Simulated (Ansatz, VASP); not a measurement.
# Two plane-wave programs on AlN

INCAR

```
PREC     = Accurate       # precision mode
ENCUT    = 520            # plane-wave cutoff, eV
EDIFF    = 1E-6           # SCF threshold, eV
ISMEAR   = 0              # smearing method
SIGMA    = 0.05           # smearing width, eV
LREAL    = False          # projectors in reciprocal space
LASPH    = True           # aspherical terms in the spheres
NELM     = 80             # most SCF steps
ALGO     = Normal         # electronic algorithm
ISIF     = 2              # what is computed and relaxed
LWAVE    = False          # write WAVECAR
LCHARG   = False          # write CHGCAR
GGA      = PE             # functional
NBANDS   = 16             # bands
```

File KPOINTS:

```
regular mesh
0
Gamma
  9 9 6
```

File POSCAR:

```
AlN
1.0
    3.2665522592      0.0000000000      0.0000000000
   -1.6332761296      2.8289172392      0.0000000000
    0.0000000000      0.0000000000      4.8535500000
Al N
2 2
Direct
    0.3333333333      0.6666666667      0.0000000000
    0.6666666667      0.3333333333      0.5000000000
    0.3333333333      0.6666666667      0.3850000000
    0.6666666667      0.3333333333      0.8850000000
```

Input for Ansatz:

```yaml
crystal:
  lattice:
    - [3.2665522592, 0.0, 0.0]
    - [-1.6332761296, 2.8289172392, 0.0]
    - [0.0, 0.0, 4.85355]
  atoms:
    - { symbol: Al, position: [0.3333333333, 0.6666666667, 0.0] }
    - { symbol: Al, position: [0.6666666667, 0.3333333333, 0.5] }
    - { symbol: "N", position: [0.3333333333, 0.6666666667, 0.385] }
    - { symbol: "N", position: [0.6666666667, 0.3333333333, 0.885] }
basis:
  ecutwfc: 420
kpoints:
  mp_grid: { grid: [9, 9, 6] }
hamiltonian:
  xc: pbe
scf:
  occupations: { method: gaussian, width: 0.05 }
output:
  forces: true
  stress: true
  eigenvalues: true
```

Change from the starting cell: strain +0.050 along x and y, -0.025 along z, atoms carried along.

Alike in both runs: task single point; functional PBE; k mesh 9 × 9 × 6; occupations gaussian, width 0.05 eV; no spin polarisation.

|  | VASP | Ansatz |
| --- | --- | --- |
| version | VASP 6.6.1 | Ansatz 0.2.0 |
| potentials or method | VASP PAW PBE potentials, release 64 (Al, N), cutoff 520 eV | scalar-relativistic, plane waves, PAW |
| valence electrons in the cell | 16 | 16 |

```tsv
	VASP	Ansatz	Ansatz less VASP
gap on the k mesh at the Fermi level (eV)	3.37	3.36	-0.004
least direct gap on the mesh (eV)	3.37	3.36	-0.004
pressure (GPa)	-9.1	-8.8	+0.25
traceless stress, the component that is largest in VASP (GPa)	15.94	15.79	-0.150
rms of the force components (eV/Å)	0.352	0.351	-0.0012
```

Atom by atom the forces differ by 0.001 eV/Å (rms over components). With one functional, cell and mesh, what is left measures potentials, basis and numerics.
